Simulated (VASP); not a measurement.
Input of a VASP 6.6.1 run:

File INCAR:

```
  PREC = Accurate
  ENCUT = 520
  EDIFF = 1E-6
  ISMEAR = 0
  SIGMA = 0.05
  LREAL = F
  LASPH = T
  NELM = 60
  ALGO = Normal
  ISIF = 2
  LWAVE = F
  LCHARG = F
  GGA = PE
  NBANDS = 26
```

Contents of KPOINTS:

```
regular mesh
0
Gamma
  8 6 4
```

Contents of POSCAR:

```
AlN
1.0
   -3.3134793387      0.0000000000      0.0000000000
    0.0000000000      0.0000000000     -4.1875902400
    0.0000000000     -5.7391145645      0.0000000000
Al N
4 4
Direct
    0.5555307522      0.2192556071      0.1666666667
   -0.0555307522      0.2192556071      0.6666666667
    0.0555307522      0.7192556071      0.3333333333
    0.4444692478      0.7192556071      0.8333333333
    0.5535041009      0.8092226044      0.1666666667
   -0.0535041009      0.8092226044      0.6666666667
    0.0535041009      0.3092226044      0.3333333333
    0.4464958991      0.3092226044      0.8333333333
```

Potentials or basis: VASP PAW PBE potentials, release 64 (Al, N).

Command:

```console
$ cat potpaw_PBE.64/Al/POTCAR potpaw_PBE.64/N/POTCAR > POTCAR
$ mpirun -np 1 vasp_std > vasp.out
```

Question: What does it give for the pressure?

Answer: 13.5 GPa.

Question: Predict the band gap on the k mesh.

Answer: 3.67 eV.

Stress tensor (GPa, compression positive):
```
-9.87  0.00  0.00
 0.00 -7.27  0.00
 0.00  0.00 57.75
```

Caveat: the cell differs from its parent crystal (atoms displaced along a vibrational mode); the cell stands under pressure; forces of over 1 eV/Å act on the atoms, so gaps and moduli don't describe the material at rest. A k mesh can miss the band edges.
